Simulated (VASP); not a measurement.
Input of a VASP 6.6.1 run:

INCAR

```
SYSTEM = Nd2BeCl
PREC = Accurate ; ENCUT = 600
EDIFF = 1E-7 ; ISMEAR = 0
SIGMA = 0.2 ; LREAL = .False.
LASPH = .True. ; NELM = 200
ALGO = Normal ; ISIF = 3
LWAVE = .False. ; LCHARG = .False.
GGA = PE ; IBRION = 2
NSW = 36 ; EDIFFG = -0.08
GGA_COMPAT = .False. ; NELMIN = 4
LMAXMIX = 6
```

KPOINTS

```
regular mesh
0
Gamma
  4 4 5
  0 0 0
```

POSCAR

```
Nd2BeCl
1.0
    2.8558603900     -4.0346652800      0.0000000000
    2.8558603900      4.0346652800      0.0000000000
    0.0000000000      0.0000000000      4.1976798900
Nd Be Cl
2 1 1
Direct
    0.7020468800      0.2979531200      0.0000000000
    0.2979531200      0.7020468800      0.0000000000
    0.5000000000      0.5000000000      0.5000000000
    0.0000000000      0.0000000000      0.0000000000
```

Potentials or basis: VASP PAW PBE potentials, release 64 (Nd_3, Be, Cl), 4f in core.

Launch:

```bash
$ cat potpaw_PBE.64/Nd_3/POTCAR potpaw_PBE.64/Be/POTCAR potpaw_PBE.64/Cl/POTCAR > POTCAR
$ mpirun -np 1 vasp_std > vasp.out
```

Question: Estimate the band gap on the k mesh.

Answer: Zero (an odd number of electrons rules out a gap without spin polarisation).

Question: What does it give for the space group after relaxing (to 0.1 Å)?

Answer: Cmmm (No. 65).

Question: What does it give for the relaxed volume?

Answer: 32.53 Å³/atom.

Question: Estimate the relaxed cell.

Answer: a = 6.286 Å, b = 6.286 Å, c = 3.475 Å, α = 90.00°, β = 90.00°, γ = 108.67°.

Stress tensor (GPa, compression positive):
```
-0.07  0.00  0.00
 0.00  0.13  0.00
 0.00  0.00  0.18
```

Caveat: the volume moved by over 15 % at a fixed basis, so the end points are rough; spin-orbit coupling is left out, which moves the levels of the heavy elements; the 4f electrons are frozen in the core, so they carry no moment and show no levels; the run has no spin polarisation, though such a crystal can be magnetic. Spin polarisation is off, so any magnetic state and its effect on volume and gap are missing.
